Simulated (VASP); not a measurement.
# Co (P6_3/mmc) in VASP: notebook

The runs below take Co through single point, with PBE.

Everything below comes from runs of VASP 6.6.1. Logs are shortened: lines on timing, memory, paths and dates and some standing lists are left out, and cuts for length are marked.

### 1 The cell of the first run

Symmetry: P6_3/mmc, No. 194, hexagonal system. The conventional cell has a = 2.392 Å, b = 2.392 Å, c = 8.276 Å, α = 90.00°, β = 90.00°, γ = 120.00°. Within 3.2 Å of Co (site symmetry -3m) lie 12 Co at 2.39 to 2.49 Å. Co (site symmetry -6m2) has 12 Co at 2.39 to 2.49 Å within 3.2 Å.

### 2 Single point, PBE, collinear spin, ferromagnetic start (biaxial strain in the a-b plane: -4.0 %, then relaxed in part)

Input file INCAR:

```
PREC     = Accurate       # precision mode
ENCUT    = 520            # plane-wave cutoff, eV
EDIFF    = 1E-6           # SCF threshold, eV
ISMEAR   = 0              # smearing method
SIGMA    = 0.1            # smearing width, eV
LREAL    = F              # projectors in reciprocal space
LASPH    = T              # aspherical terms in the spheres
NELM     = 150            # most SCF steps
ALGO     = Fast           # electronic algorithm
ISIF     = 2              # what is computed and relaxed
LWAVE    = F              # write WAVECAR
LCHARG   = F              # write CHGCAR
ISPIN    = 2              # spin polarisation
MAGMOM   = 1.88 1.88 1.88 1.88 # initial moments
LORBIT   = 11             # projections on sites
LMAXMIX  = 4              # l up to which the mixer works
GGA      = PE             # functional
NBANDS   = 30             # bands
```

Input file KPOINTS:

```
regular mesh
0
Gamma
  24 24 8
```

Input file POSCAR:

```
Co
1.0
    2.3919312151      0.0000000000      0.0000000000
   -1.1959656075      2.0714731964      0.0000000000
    0.0000000000      0.0000000000      8.2763543767
Co
4
Direct
    0.0000000000      0.0000000000      0.0000000000
    0.3333333333      0.6666666667      0.2500000000
    0.0000000000      0.0000000000      0.5000000000
    0.6666666667      0.3333333333      0.7500000000
```

Potentials or basis: VASP PAW PBE potentials, release 64 (Co).

On the command line:

```bash
> cat potpaw_PBE.64/Co/POTCAR > POTCAR
> mpirun -np 1 vasp_std > vasp.out
```

OUTCAR:

```text
PREC = Accurate
   ENCUT = 520
   EDIFF = 1E-6
   ISMEAR = 0
   LREAL = F
   LASPH = T
   NELM = 150
   ISIF = 2
   ISPIN = 2
   LORBIT = 11
   GGA = PE

 ion  position               nearest neighbor table
   1  0.000  0.000  0.000-   2 2.49   4 2.49   2 2.49   4 2.49   4 2.49   2 2.49
   2  0.333  0.667  0.250-   1 2.49   3 2.49   1 2.49   3 2.49   1 2.49   3 2.49
   3  0.000  0.000  0.500-   2 2.49   4 2.49   2 2.49   4 2.49   4 2.49   2 2.49
   4  0.667  0.333  0.750-   1 2.49   3 2.49   1 2.49   3 2.49   1 2.49   3 2.49

  LATTYP: Found a hexagonal cell.
 ALAT       =     2.3919312151
 C/A-ratio  =     3.4601138714

  Lattice vectors:

 A1 = (   2.3919312151,   0.0000000000,   0.0000000000)
 A2 = (  -1.1959656075,   2.0714731964,   0.0000000000)
 A3 = (   0.0000000000,   0.0000000000,   8.2763543767)

Analysis of symmetry for initial positions (statically):
=====================================================================
 Subroutine PRICEL returns:
 Original cell was already a primitive cell.

 Routine SETGRP: Setting up the symmetry group for a
 hexagonal supercell.

 Subroutine GETGRP returns: Found 24 space group operations
 (whereof 12 operations were pure point group operations)
 out of a pool of 24 trial point group operations.

The static configuration has the point symmetry D_3d.
 The point group associated with its full space group is D_6h.

Analysis of symmetry for dynamics (positions and initial velocities):
=====================================================================
 Subroutine PRICEL returns:
 Original cell was already a primitive cell.

 Routine SETGRP: Setting up the symmetry group for a
 hexagonal supercell.

 Subroutine GETGRP returns: Found 24 space group operations
 (whereof 12 operations were pure point group operations)
 out of a pool of 24 trial point group operations.

The dynamic configuration has the point symmetry D_3d.
 The point group associated with its full space group is D_6h.

Analysis of structural, dynamic, and magnetic symmetry:
=====================================================================
 Subroutine PRICEL returns:
 Original cell was already a primitive cell.

 Routine SETGRP: Setting up the symmetry group for a
 hexagonal supercell.

 Subroutine GETGRP returns: Found 24 space group operations
 (whereof 12 operations were pure point group operations)
 out of a pool of 24 trial point group operations.

The overall configuration has the point symmetry D_3d.
 The point group associated with its full space group is D_6h.

 Subroutine INISYM returns: Found 24 space group operations
 (whereof 12 operations are pure point group operations),
 and found     1 'primitive' translations

----------------------------------------------------------------------------------------

                                     Primitive cell

  volume of cell :      41.0079

  direct lattice vectors                    reciprocal lattice vectors
     2.391931215  0.000000000  0.000000000     0.418072223  0.241374110  0.000000000
    -1.195965608  2.071473196  0.000000000     0.000000000  0.482748221  0.000000000
     0.000000000  0.000000000  8.276354377     0.000000000  0.000000000  0.120826146

  length of vectors
     2.391931215  2.391931215  8.276354377     0.482748221  0.482748221  0.120826146

  position of ions in fractional coordinates (direct lattice)
     0.000000000  0.000000000  0.000000000
     0.333333333  0.666666667  0.250000000
     0.000000000  0.000000000  0.500000000
     0.666666667  0.333333333  0.750000000

  ion indices of the primitive-cell ions
   primitive index   ion index
                 1           1
                 2           2
                 3           3
                 4           4

----------------------------------------------------------------------------------------

 KPOINTS: regular mesh

Automatic generation of k-mesh.
 Grid dimensions read from file:
 generate k-points for:   24   24    8

 Generating k-lattice:

  Cartesian coordinates                     Fractional coordinates (reciprocal lattice)
     0.017419676  0.010057255  0.000000000     0.041666667  0.000000000  0.000000000
     0.000000000  0.020114509  0.000000000     0.000000000  0.041666667  0.000000000
     0.000000000  0.000000000  0.015103268     0.000000000  0.000000000  0.125000000

  Length of vectors
     0.020114509  0.020114509  0.015103268

  Shift w.r.t. Gamma in fractional coordinates (k-lattice)
     0.000000000  0.000000000  0.000000000

 Subroutine IBZKPT returns following result:
 ===========================================

 Found    305 irreducible k-points:

 Following reciprocal coordinates:
            Coordinates               Weight
  0.000000  0.000000  0.000000      1.000000
  0.041667 -0.000000  0.000000      6.000000
  0.083333 -0.000000  0.000000      6.000000
  0.125000  0.000000  0.000000      6.000000
  0.166667 -0.000000  0.000000      6.000000
  0.208333 -0.000000  0.000000      6.000000
[... 16 lines left out ...]
  0.416667  0.041667  0.000000     12.000000
  0.458333  0.041667  0.000000     12.000000
 [... further k-points ...]
   k-points           NKPTS =    305   k-points in BZ     NKDIM =    305   number of bands    NBANDS=     30
   number of dos      NEDOS =    301   number of ions     NIONS =      4
   total plane-waves  NPLWV =  20736
   dimension x,y,z NGX =    18 NGY =   18 NGZ =   64
   dimension x,y,z NGXF=    36 NGYF=   36 NGZF=  128
   ions per type =               4
   NGX,Y,Z   is equivalent  to a cutoff of  12.51, 12.51, 12.86 a.u.
   NGXF,Y,Z  is equivalent  to a cutoff of  25.02, 25.02, 25.71 a.u.
 SYSTEM =  unknown system
   PREC   = accura    normal or accurate (medium, high low for compatibility)
   ISTART =      0    job   : 0-new  1-cont  2-samecut
   ICHARG =      2    charge: 1-file 2-atom 10-const
   ISPIN  =      2    spin polarized calculation?
   LNONCOLLINEAR =      F non collinear calculations
   LSORBIT =      F    spin-orbit coupling
   LASPH  =      T    aspherical Exc in radial PAW
   ENCUT  =  520.0 eV  38.22 Ry    6.18 a.u.   4.45  4.45 15.39*2*pi/ulx,y,z
   NELM   =    150;   NELMIN=  2; NELMDL= -5     # of ELM steps
   EDIFF  = 0.1E-05   stopping-criterion for ELM
   LREAL  =      F    real-space projection
   EDIFFG = 0.1E-04   stopping-criterion for IOM
   NSW    =      0    number of steps for IOM
   IBRION =     -1    ionic relax: 0-MD 1-quasi-New 2-CG
   NFREE  =      0    steps in history (QN), initial steepest desc. (CG)
   ISIF   =      2    stress and relaxation
   ISYM   =      2    0-nonsym 1-usesym 2-fastsym
   POTIM  = 0.5000    time-step for ionic-motion
   TEBEG  =    0.0;   TEEND  =   0.0 temperature during run
   PSTRESS=    0.0 pullay stress
   NELECT =      36.0000    total number of electrons
   NUPDOWN=      -1.0000    fix difference up-down
   EMIN   =  10.00;   EMAX   =-10.00  energy-range for DOS
   EFERMI =   0.00;   METHOD = LEGACY
   ISMEAR =     0;   SIGMA  =   0.10  broadening in eV -4-tet -1-fermi 0-gaus
   EFERMI_NEDOS =   21; number of points for ismear=-14 and -15
   IALGO  =     68    algorithm
   IMIX   =      4    mixing-type and parameters
     AMIX     =   0.40;   BMIX     =  1.00
     AMIX_MAG =   1.60;   BMIX_MAG =  1.00
  volume/ion in A,a.u.               =      10.25        69.18
  Fermi-wavevector in a.u.,A,eV,Ry     =   1.567545  2.962230 33.432192  2.457197
  Thomas-Fermi vector in A             =   2.669709
   LORBIT       =     11    0 simple, 1 ext, 2 COOP (PROOUT), +10 PAW based schemes
   GGA     = PE    functional components
   LHFCALC =     F    Hartree Fock is set to
   AEXX    =    0.0000 exact exchange contribution
   IVDW    =     0    specifies the selected vdW correction
   LEPSILON=     F    determine dielectric tensor
   LRPA    =     F    only Hartree local field effects (RPA)
 spin polarized calculation
 RMM-DIIS sequential band-by-band and
 Gauss-broadening in eV      SIGMA  =   0.10
  energy-cutoff  :      520.00
  volume of cell :       41.01
 maximum number of plane-waves:      1135
 NGX is ok and might be reduce to    18
   NGX =  9   NGY =  9   NGZ = 31

 number of electron      36.0000048 magnetization       6.3779403

 Free energy of the ion-electron system (eV)
  ---------------------------------------------------
  ext. energy  EPLUGINS =         0.00000000
  ---------------------------------------------------
  free energy    TOTEN  =       -27.90398404 eV

  energy without entropy =      -27.88440308  energy(sigma->0) =      -27.89419356

 E-fermi :  11.1766     XC(G=0): -13.7386

 val. band max:       11.1759919714   @ k =   0.2083  -0.0000   0.2500
 cond. band min:      11.1767719830   @ k =   0.1667   0.1667   0.3750
 fundamental gap:      0.0007800116
 Fermi energy:        11.1765751488

 spin component 1

 k-point     1 :       0.0000    0.0000    0.0000
  band No.  band energies     occupation
      1       1.8315      1.00000
      2       3.9508      1.00000
      3       3.9641      1.00000
      4       5.6109      1.00000
      5       7.8065      1.00000
      6       7.8345      1.00000
[... 781 lines left out ...]
     29      23.5984      0.00000
     30      24.7098      0.00000

 [... further k-points ...]

 spin component 2

 k-point     1 :       0.0000    0.0000    0.0000
  band No.  band energies     occupation
      1       1.8578      1.00000
      2       4.0500      1.00000
      3       4.0505      1.00000
      4       6.4604      1.00000
      5       9.0610      1.00000
      6       9.1117      1.00000
[... 781 lines left out ...]
     29      24.1997      0.00000
     30      25.2626      0.00000

 [... further k-points ...]
[... 5 lines left out ...]
  --------------------------------------------------------------------------------------
  -------------------------------------------------------------------------------------
  Total        5.8387899      5.8387899     -0.1754575      0.0000000      0.0000000      0.0000000
  in kB      228.1215693    228.1215693     -6.8551274      0.0000000      0.0000000      0.0000000
  external PRESSURE =     149.7960037 kB  Pullay stress =       0.0000000 kB

 VOLUME and BASIS-vectors are now :
 -----------------------------------------------------------------------------
  energy-cutoff  :      520.00
  volume of cell :       41.01
      direct lattice vectors                 reciprocal lattice vectors
     2.391931215  0.000000000  0.000000000     0.418072223  0.241374110  0.000000000
    -1.195965608  2.071473196  0.000000000     0.000000000  0.482748221  0.000000000
     0.000000000  0.000000000  8.276354377     0.000000000  0.000000000  0.120826146

 POSITION                                       TOTAL-FORCE (eV/Angst)
 -----------------------------------------------------------------------------------
      0.00000      0.00000      0.00000        -0.000000      0.000000      0.000000
     -0.00000      1.38098      2.06909         0.000000     -0.000000      0.000000
      0.00000      0.00000      4.13818        -0.000000      0.000000      0.000000
      1.19597      0.69049      6.20727        -0.000000      0.000000     -0.000000
 -----------------------------------------------------------------------------------
    total drift:                                0.000000     -0.000000      0.000000

  FREE ENERGIE OF THE ION-ELECTRON SYSTEM (eV)
  ---------------------------------------------------
  free  energy   TOTEN  =       -27.9039840356 eV

  energy  without entropy=      -27.8844030750  energy(sigma->0) =      -27.89419356

 total charge

# of ion       s       p       d       tot
------------------------------------------
    1        0.517   0.574   7.306   8.397
    2        0.516   0.577   7.299   8.392
    3        0.517   0.574   7.306   8.397
    4        0.516   0.577   7.299   8.392
--------------------------------------------------
tot          2.066   2.302  29.211  33.579

 magnetization (x)

# of ion       s       p       d       tot
------------------------------------------
    1       -0.014  -0.049   1.655   1.592
    2       -0.013  -0.052   1.675   1.610
    3       -0.014  -0.049   1.655   1.592
    4       -0.013  -0.052   1.675   1.610
--------------------------------------------------
tot         -0.054  -0.202   6.660   6.404
```

It took 14 min on 1 thread of Oxide Virtual Turin-like, shared host; peak memory 0.52 GiB.

What came out:

| Item | Value |
| --- | --- |
| Free energy | -27.9040 eV |
| Pressure | 15.0 GPa |
| Net moment | 6.38 μB per cell |
| Site moments | Co +1.59, +1.61 (each value once) μB |
| Valence electrons inside the program's atomic spheres | Co 8.40, 8.39 (each value once) |

Stress tensor (GPa, compression positive):
```
22.81  0.00  0.00
 0.00 22.81  0.00
 0.00  0.00 -0.69
```

Levels at points of the mesh, in eV from the Fermi level:
Spin up:
| k point | band 18 | band 19 | band 20 | band 21 | band 22 | band 23 | band 24 | band 25 |
| --- | --- | --- | --- | --- | --- | --- | --- | --- |
| (0.00, 0.00, 0.00) | -1.42 | -1.42 | -1.18 | -1.18 | -0.95 | -0.82 | -0.82 | 5.81 |
| (0.50, 0.00, 0.00) | -0.42 | -0.40 | -0.36 | 0.42 | 1.49 | 2.77 | 3.43 | 7.59 |
| (0.00, 0.00, 0.50) | -1.60 | -1.60 | -1.60 | -0.97 | -0.97 | -0.97 | -0.97 | 8.58 |
| (0.50, 0.00, 0.50) | -0.46 | -0.37 | -0.37 | 1.44 | 1.44 | 3.05 | 3.05 | 7.83 |
Spin down:
```
           k point  band 10  band 11  band 12  band 13  band 14  band 15  band 16  band 17  band 18  band 19
(0.00, 0.00, 0.00)    -1.16    -1.16    -0.99    -0.99    -0.98    -0.92    -0.92     0.16     0.16     0.52
(0.50, 0.00, 0.00)    -1.10    -0.99    -0.02     0.00     0.63     1.15     1.19     1.29     1.36     1.41
(0.00, 0.00, 0.50)    -1.14    -1.14    -1.14    -1.01    -1.01    -1.01    -1.01     0.31     0.31     0.31
(0.50, 0.00, 0.50)    -0.88    -0.72    -0.72    -0.32    -0.32     0.81     0.81     1.38     1.38     1.45
```

Caveat: the cell differs from its parent crystal (biaxial strain in the a-b plane: -4.0 %, then relaxed in part); the cell stands under pressure.

(Part 1 of 2 ends here.)
